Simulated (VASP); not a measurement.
Runs of VASP 6.6.1 on WC. The structure is that of space group P-6m2 (No. 187), or close to it. The cells are those of the table. 

```tsv
cell	gap on the mesh (eV)	pressure (GPa)	largest force (eV/Å)
a = 2.959, b = 2.872, c = 2.829 Å, angles 90.0, 90.0, 121.0°, 2 atoms	none	10.1	0.25
a = 2.842, b = 2.930, c = 2.829 Å, angles 90.0, 90.0, 119.0°, 2 atoms	none	10.1	0.22
a = 2.871, b = 2.915, c = 2.829 Å, angles 90.0, 90.0, 119.5°, 2 atoms	none	(a)	0.12
a = 2.915, b = 2.893, c = 2.829 Å, angles 90.0, 90.0, 120.2°, 2 atoms	none	9.6	0.06
a = 2.944, b = 2.879, c = 2.829 Å, angles 90.0, 90.0, 120.7°, 2 atoms	none	9.9	0.19
```

Alike in all rows: task single point; level PBE; potentials or basis VASP PAW PBE potentials, release 64 (W_sv, C); no spin polarisation; k mesh 18 × 18 × 16; cutoff (eV) 520; smearing gaussian 0.15 eV.

**Question.** Estimate the missing entries.

**Answer.** (a) 9.7.

Caveats: the cell stands under pressure; spin-orbit coupling is left out, which moves the levels of the heavy elements.

A k mesh can miss the band edges, and the runs leave out spin-orbit coupling on W.

A gap of «none» marks levels without a gap at the run's occupations.
